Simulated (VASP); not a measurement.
CdHg3S4, 8 atoms in the cell. Symmetry: P3m1, No. 156, trigonal system. The conventional cell has a = 4.138 Å, b = 4.138 Å, c = 13.458 Å, α = 90.00°, β = 90.00°, γ = 120.00°. Within 3.3 Å of Cd (site symmetry 3m) lie 4 S at 2.53 Å. Hg (site symmetry 3m) has 4 S at 2.53 Å within 3.3 Å. Within 3.3 Å of Hg (site symmetry 3m) lie 4 S at 2.53 Å. Within 3.3 Å of Hg (site symmetry 3m) lie 4 S at 2.53 Å. Within 3.3 Å of S (site symmetry 3m) lie 4 Hg at 2.53 Å. Within 3.3 Å of S (site symmetry 3m) lie 3 Cd at 2.53 Å and 1 Hg at 2.53 Å. S (site symmetry 3m) has 3 Hg at 2.53 Å and 1 Cd at 2.53 Å within 3.3 Å. Within 3.3 Å of S (site symmetry 3m) lie 4 Hg at 2.53 Å. 

```yaml
Program: VASP 6.6.1
Task: relaxation of cell and atoms
Functional: PBE
Potentials_or_basis: VASP PAW PBE potentials, release 64 (Cd, Hg, S)
Cutoff: 600 eV
k_mesh: 6 × 6 × 2
Occupations: gaussian, width 0.1 eV
Spin: no spin polarisation
Dipole_correction: no
Further_INCAR_settings: ALGO = Normal; EDIFF = 1e-06; IBRION = 2; EDIFFG = -0.04; NSW = 90; ISIF = 3
```

Potentials or basis: VASP PAW PBE potentials, release 64 (Cd, Hg, S).

Launch:

```bash
$ cat potpaw_PBE.64/Cd/POTCAR potpaw_PBE.64/Hg/POTCAR potpaw_PBE.64/S/POTCAR > POTCAR
$ mpirun -np 1 vasp_std > vasp.out
```

Hardware: 1 thread of AMD EPYC 9R45 96-Core Processor (Zen 5) (shared host).

Question: How long does it take, and how much memory?

Answer: It took 8.6 min on 1 thread of AMD EPYC 9R45 96-Core Processor (Zen 5) (shared host), peak memory 0.45 GiB. Counts: scf iterations 63, k points 14, ion steps 8.
